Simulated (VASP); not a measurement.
# Ga5As2P3 (I-4m2) in VASP: notebook

Ga5As2P3 is run at these levels: PBE; tasks: single point.

Program: VASP 6.6.1. These are calculated values, not measurements. Logs are shortened: lines on timing, memory, paths and dates and some standing lists are left out, and cuts for length are marked.

## (1) The cell of the first run

The structure is tetragonal, space group I-4m2 (No. 119). The conventional cell has a = 3.958 Å, b = 3.958 Å, c = 28.033 Å, α = 90.00°, β = 90.00°, γ = 90.00°. Within 3.2 Å of Ga (site symmetry 2mm) lie 2 P at 2.40 Å and 2 As at 2.46 Å. Within 3.2 Å of Ga (site symmetry -4m2) lie 4 P at 2.40 Å. Ga (site symmetry 2mm) has 2 P at 2.40 Å and 2 As at 2.46 Å within 3.2 Å. P (site symmetry 2mm) has 4 Ga at 2.40 Å within 3.2 Å. P (site symmetry -4m2) has 4 Ga at 2.40 Å within 3.2 Å. As (site symmetry 2mm) has 4 Ga at 2.46 Å within 3.2 Å.

## (2) Single point, PBE

INCAR

```
SYSTEM = Ga5As2P3
ALGO = Normal
EDIFF = 1E-6
ENCUT = 520
GGA = PE
ISIF = 2
ISMEAR = 0
LASPH = .TRUE.
LCHARG = .FALSE.
LREAL = .FALSE.
LWAVE = .FALSE.
NBANDS = 56
NELM = 80
PREC = Accurate
SIGMA = 0.1
```

KPOINTS

```
k-points
0
G
  4 4 4
  0 0 0
```

POSCAR

```
Ga5As2P3
1.0
    0.0000000000     -3.9575090242      0.0000000000
    3.9575090242      0.0000000000      0.0000000000
   -1.9787545121      1.9787545121     14.0162538275
Ga P As
5 3 2
Direct
    0.9029936467      0.9029936467      0.8059872934
    0.5000000000      0.5000000000      1.0000000000
    0.0970063533      0.0970063533      0.1940127066
    0.7014351400      0.7014351400      0.4028702801
    0.2985648600      0.2985648600      0.5971297199
    0.5485215124      0.0485215124      0.0970430249
    0.7500000000      0.2500000000      0.5000000000
    0.9514784876      0.4514784876      0.9029569751
    0.1492247888      0.6492247888      0.2984495775
    0.3507752112      0.8507752112      0.7015504225
```

Potentials or basis: VASP PAW PBE potentials, release 64 (Ga_d, P, As).

Started as:

```bash
> cat potpaw_PBE.64/Ga_d/POTCAR potpaw_PBE.64/P/POTCAR potpaw_PBE.64/As/POTCAR > POTCAR
> mpirun -np 1 vasp_std > vasp.out
```

OUTCAR:

```text
SYSTEM = Ga5As2P3
   EDIFF = 1E-6
   ENCUT = 520
   GGA = PE
   ISIF = 2
   ISMEAR = 0
   LASPH = .TRUE.
   LREAL = .FALSE.
   NELM = 80
   PREC = Accurate

 ion  position               nearest neighbor table
   1  0.903  0.903  0.806-   8 2.40   8 2.40  10 2.46  10 2.46
   2  0.500  0.500  0.000-   6 2.40   8 2.40   8 2.40   6 2.40
   3  0.097  0.097  0.194-   6 2.40   6 2.40   9 2.46   9 2.46
   4  0.701  0.701  0.403-   7 2.40   7 2.40   9 2.46   9 2.46
   5  0.299  0.299  0.597-   7 2.40   7 2.40  10 2.46  10 2.46
   6  0.549  0.049  0.097-   3 2.40   3 2.40   2 2.40   2 2.40
   7  0.750  0.250  0.500-   4 2.40   5 2.40   5 2.40   4 2.40
   8  0.951  0.451  0.903-   1 2.40   1 2.40   2 2.40   2 2.40
   9  0.149  0.649  0.298-   4 2.46   4 2.46   3 2.46   3 2.46
  10  0.351  0.851  0.702-   5 2.46   5 2.46   1 2.46   1 2.46

  LATTYP: Found a body centered tetragonal cell.
 ALAT       =     3.9575090242
 C/A-ratio  =     7.0833717582

  Lattice vectors:

 A1 = (  -1.9787545121,  -1.9787545121, -14.0162538275)
 A2 = (   1.9787545121,   1.9787545121, -14.0162538275)
 A3 = (   1.9787545121,  -1.9787545121,  14.0162538275)

Analysis of symmetry for initial positions (statically):
=====================================================================
 Subroutine PRICEL returns:
 Original cell was already a primitive cell.

 Routine SETGRP: Setting up the symmetry group for a
 body centered tetragonal supercell.

 Subroutine GETGRP returns: Found  8 space group operations
 (whereof  8 operations were pure point group operations)
 out of a pool of 16 trial point group operations.

The static configuration has the point symmetry D_2d.

Analysis of symmetry for dynamics (positions and initial velocities):
=====================================================================
 Subroutine PRICEL returns:
 Original cell was already a primitive cell.

 Routine SETGRP: Setting up the symmetry group for a
 body centered tetragonal supercell.

 Subroutine GETGRP returns: Found  8 space group operations
 (whereof  8 operations were pure point group operations)
 out of a pool of 16 trial point group operations.

The dynamic configuration has the point symmetry D_2d.

 Subroutine INISYM returns: Found  8 space group operations
 (whereof  8 operations are pure point group operations),
 and found     1 'primitive' translations

----------------------------------------------------------------------------------------

                                     Primitive cell

  volume of cell :     219.5209

  direct lattice vectors                    reciprocal lattice vectors
     0.000000000 -3.957509024  0.000000000     0.000000000 -0.252684200  0.035672870
     3.957509024  0.000000000  0.000000000     0.252684200  0.000000000  0.035672870
    -1.978754512  1.978754512 14.016253827     0.000000000  0.000000000  0.071345740

  length of vectors
     3.957509024  3.957509024 14.292876204     0.255189848  0.255189848  0.071345740

  position of ions in fractional coordinates (direct lattice)
     0.902993647  0.902993647  0.805987293
     0.500000000  0.500000000  0.000000000
     0.097006353  0.097006353  0.194012707
     0.701435140  0.701435140  0.402870280
     0.298564860  0.298564860  0.597129720
     0.548521512  0.048521512  0.097043025
     0.750000000  0.250000000  0.500000000
     0.951478488  0.451478488  0.902956975
     0.149224789  0.649224789  0.298449578
     0.350775211  0.850775211  0.701550422

  ion indices of the primitive-cell ions
   primitive index   ion index
                 1           1
                 2           2
                 3           3
                 4           4
                 5           5
                 6           6
                 7           7
                 8           8
                 9           9
                10          10

----------------------------------------------------------------------------------------

 KPOINTS: k-points

Automatic generation of k-mesh.
 Grid dimensions read from file:
 generate k-points for:    4    4    4

 Generating k-lattice:

  Cartesian coordinates                     Fractional coordinates (reciprocal lattice)
     0.000000000 -0.063171050  0.008918217     0.250000000  0.000000000  0.000000000
     0.063171050  0.000000000  0.008918217     0.000000000  0.250000000  0.000000000
     0.000000000  0.000000000  0.017836435     0.000000000  0.000000000  0.250000000

  Length of vectors
     0.063797462  0.063797462  0.017836435

  Shift w.r.t. Gamma in fractional coordinates (k-lattice)
     0.000000000  0.000000000  0.000000000

 Subroutine IBZKPT returns following result:
 ===========================================

 Found     13 irreducible k-points:

 Following reciprocal coordinates:
            Coordinates               Weight
  0.000000  0.000000  0.000000      1.000000
  0.250000  0.000000  0.000000      8.000000
  0.500000  0.000000  0.000000      4.000000
  0.250000  0.250000  0.000000      8.000000
  0.500000  0.250000  0.000000     16.000000
 -0.250000  0.250000  0.000000      4.000000
  0.500000  0.500000  0.000000      2.000000
  0.000000  0.000000  0.250000      2.000000
  0.250000  0.000000  0.250000      8.000000
  0.500000  0.000000  0.250000      4.000000
  0.250000  0.250000  0.250000      4.000000
  0.500000  0.500000  0.250000      2.000000
  0.000000  0.000000  0.500000      1.000000
   k-points           NKPTS =     13   k-points in BZ     NKDIM =     13   number of bands    NBANDS=     56
   number of dos      NEDOS =    301   number of ions     NIONS =     10
   total plane-waves  NPLWV =  97200
   dimension x,y,z NGX =    30 NGY =   30 NGZ =  108
   dimension x,y,z NGXF=    60 NGYF=   60 NGZF=  216
   ions per type =               5   3   2
   NGX,Y,Z   is equivalent  to a cutoff of  12.60, 12.60, 12.56 a.u.
   NGXF,Y,Z  is equivalent  to a cutoff of  25.20, 25.20, 25.12 a.u.
 SYSTEM =  Ga5As2P3
   PREC   = accura    normal or accurate (medium, high low for compatibility)
   ISTART =      0    job   : 0-new  1-cont  2-samecut
   ICHARG =      2    charge: 1-file 2-atom 10-const
   ISPIN  =      1    spin polarized calculation?
   LNONCOLLINEAR =      F non collinear calculations
   LSORBIT =      F    spin-orbit coupling
   LASPH  =      T    aspherical Exc in radial PAW
   ENCUT  =  520.0 eV  38.22 Ry    6.18 a.u.   7.36  7.36 26.58*2*pi/ulx,y,z
   NELM   =     80;   NELMIN=  2; NELMDL= -5     # of ELM steps
   EDIFF  = 0.1E-05   stopping-criterion for ELM
   LREAL  =      F    real-space projection
   EDIFFG = 0.1E-04   stopping-criterion for IOM
   NSW    =      0    number of steps for IOM
   IBRION =     -1    ionic relax: 0-MD 1-quasi-New 2-CG
   NFREE  =      0    steps in history (QN), initial steepest desc. (CG)
   ISIF   =      2    stress and relaxation
   ISYM   =      2    0-nonsym 1-usesym 2-fastsym
   POTIM  = 0.5000    time-step for ionic-motion
   TEBEG  =    0.0;   TEEND  =   0.0 temperature during run
   PSTRESS=    0.0 pullay stress
   NELECT =      90.0000    total number of electrons
   NUPDOWN=      -1.0000    fix difference up-down
   EMIN   =  10.00;   EMAX   =-10.00  energy-range for DOS
   EFERMI =   0.00;   METHOD = LEGACY
   ISMEAR =     0;   SIGMA  =   0.10  broadening in eV -4-tet -1-fermi 0-gaus
   EFERMI_NEDOS =   21; number of points for ismear=-14 and -15
   IALGO  =     38    algorithm
   IMIX   =      4    mixing-type and parameters
     AMIX     =   0.40;   BMIX     =  1.00
     AMIX_MAG =   1.60;   BMIX_MAG =  1.00
  volume/ion in A,a.u.               =      21.95       148.14
  Fermi-wavevector in a.u.,A,eV,Ry     =   1.216178  2.298243 20.124220  1.479088
  Thomas-Fermi vector in A             =   2.351540
   LORBIT       =      0    0 simple, 1 ext, 2 COOP (PROOUT), +10 PAW based schemes
   GGA     = PE    functional components
   LHFCALC =     F    Hartree Fock is set to
   AEXX    =    0.0000 exact exchange contribution
   IVDW    =     0    specifies the selected vdW correction
   LEPSILON=     F    determine dielectric tensor
   LRPA    =     F    only Hartree local field effects (RPA)
 non-spin polarized calculation
 Gauss-broadening in eV      SIGMA  =   0.10
  energy-cutoff  :      520.00
  volume of cell :      219.52
 maximum number of plane-waves:      6005
 NGX is ok and might be reduce to    30
   NGX = 15   NGY = 15   NGZ = 53

 number of electron      89.9999928 magnetization

 Free energy of the ion-electron system (eV)
  ---------------------------------------------------
  ext. energy  EPLUGINS =         0.00000000
  ---------------------------------------------------
  free energy    TOTEN  =       -43.59924324 eV

  energy without entropy =      -43.59924324  energy(sigma->0) =      -43.59924324

 E-fermi :   4.5343     XC(G=0):  -9.5621

 val. band max:        4.0512890801   @ k =   0.0000   0.0000   0.0000
 cond. band min:       4.9871917520   @ k =   0.0000   0.0000   0.0000
 fundamental gap:      0.9359026719
 Fermi energy:         4.5343342667

 k-point     1 :       0.0000    0.0000    0.0000
  band No.  band energies     occupation
      1     -10.7109      2.00000
      2     -10.6896      2.00000
      3     -10.6477      2.00000
      4     -10.6418      2.00000
      5     -10.6257      2.00000
      6     -10.6257      2.00000
[... 48 lines left out ...]
     55       7.8231      0.00000
     56       7.8240      0.00000

 k-point     2 :       0.2500    0.0000    0.0000
  band No.  band energies     occupation
      1     -10.7015      2.00000
      2     -10.6813      2.00000
      3     -10.6631      2.00000
      4     -10.6541      2.00000
      5     -10.6367      2.00000
      6     -10.6220      2.00000
[... 48 lines left out ...]
     55       8.6682      0.00000
     56       8.7686      0.00000
[... 588 lines left out ...]
     55       8.6995      0.00000
     56       9.7077      0.00000

 k-point    13 :       0.0000    0.0000    0.5000
  band No.  band energies     occupation
      1     -10.7126      2.00000
      2     -10.6799      2.00000
      3     -10.6684      2.00000
      4     -10.6255      2.00000
      5     -10.6255      2.00000
      6     -10.6217      2.00000
[... 48 lines left out ...]
     55       7.5367      0.00000
     56       8.4303      0.00000

------------------------ aborting loop because EDIFF is reached ----------------------------------------

  FORCE on cell =-STRESS in cart. coord.  units (eV):
  Direction    XX          YY          ZZ          XY          YZ          ZX
  --------------------------------------------------------------------------------------
  -------------------------------------------------------------------------------------
  Total        0.7907769      0.7907769     -0.7018343      0.0000000     -0.0000000      0.0000000
  in kB        5.7715011      5.7715011     -5.1223516      0.0000000     -0.0000000      0.0000000
  external PRESSURE =       2.1402168 kB  Pullay stress =       0.0000000 kB

 VOLUME and BASIS-vectors are now :
 -----------------------------------------------------------------------------
  energy-cutoff  :      520.00
  volume of cell :      219.52
      direct lattice vectors                 reciprocal lattice vectors
     0.000000000 -3.957509024  0.000000000     0.000000000 -0.252684200  0.035672870
     3.957509024  0.000000000  0.000000000     0.252684200  0.000000000  0.035672870
    -1.978754512  1.978754512 14.016253827     0.000000000  0.000000000  0.071345740

 POSITION                                       TOTAL-FORCE (eV/Angst)
 -----------------------------------------------------------------------------------
      1.97875     -1.97875     11.29692         0.000000     -0.000000      0.008639
      1.97875     -1.97875      0.00000         0.000000      0.000000      0.000000
      0.00000     -0.00000      2.71933        -0.000000      0.000000     -0.008639
      1.97875     -1.97875      5.64673         0.000000      0.000000      0.011323
      0.00000     -0.00000      8.36952         0.000000      0.000000     -0.011323
     -0.00000     -1.97875      1.36018         0.000000     -0.000000     -0.002429
      0.00000     -1.97875      7.00813         0.000000      0.000000      0.000000
      0.00000     -1.97875     12.65607        -0.000000      0.000000      0.002429
      1.97875     -0.00000      4.18315        -0.000000      0.000000     -0.001201
      1.97875      0.00000      9.83311         0.000000     -0.000000      0.001201
 -----------------------------------------------------------------------------------
    total drift:                                0.000005      0.000005      0.000000

  FREE ENERGIE OF THE ION-ELECTRON SYSTEM (eV)
  ---------------------------------------------------
  free  energy   TOTEN  =       -43.5992432398 eV

  energy  without entropy=      -43.5992432398  energy(sigma->0) =      -43.59924324
```

Wall time 91 s (1 thread of Intel Xeon 6975P-C (Granite Rapids), shared host); peak memory 0.36 GiB.

Results:

* Free energy: -43.5992 eV
* Pressure: 0.2 GPa
* Largest force: 0.011 eV/Å
* Band gap on the k mesh: 0.94 eV, direct

Forces in eV/Å, atoms in the order of the input:
```
Ga   0.000  0.000  0.009
Ga   0.000  0.000  0.000
Ga   0.000  0.000 -0.009
Ga   0.000  0.000  0.011
Ga   0.000  0.000 -0.011
P    0.000  0.000 -0.002
P    0.000  0.000  0.000
P    0.000  0.000  0.002
As   0.000  0.000 -0.001
As   0.000  0.000  0.001
```

Stress tensor (GPa, compression positive):
```
 0.58  0.00  0.00
 0.00  0.58  0.00
 0.00  0.00 -0.51
```

Levels at points of the mesh, in eV from the valence-band top:
```csv
k point,band 42,band 43,band 44,band 45,band 46,band 47,band 48,band 49
"(0.00, 0.00, 0.00)",-1.04,-0.06,0.00,0.00,0.94,1.49,1.54,2.09
"(0.50, 0.00, 0.00)",-1.37,-1.13,-0.81,-0.76,1.23,1.96,2.00,2.64
"(0.50, 0.50, 0.00)",-2.90,-2.87,-2.59,-2.56,1.54,1.73,2.30,2.36
"(0.00, 0.00, 0.50)",-0.48,-0.48,-0.36,-0.36,1.59,1.59,1.75,1.84
```

A k mesh can miss the band edges.

(Part 1 of 2 ends here.)
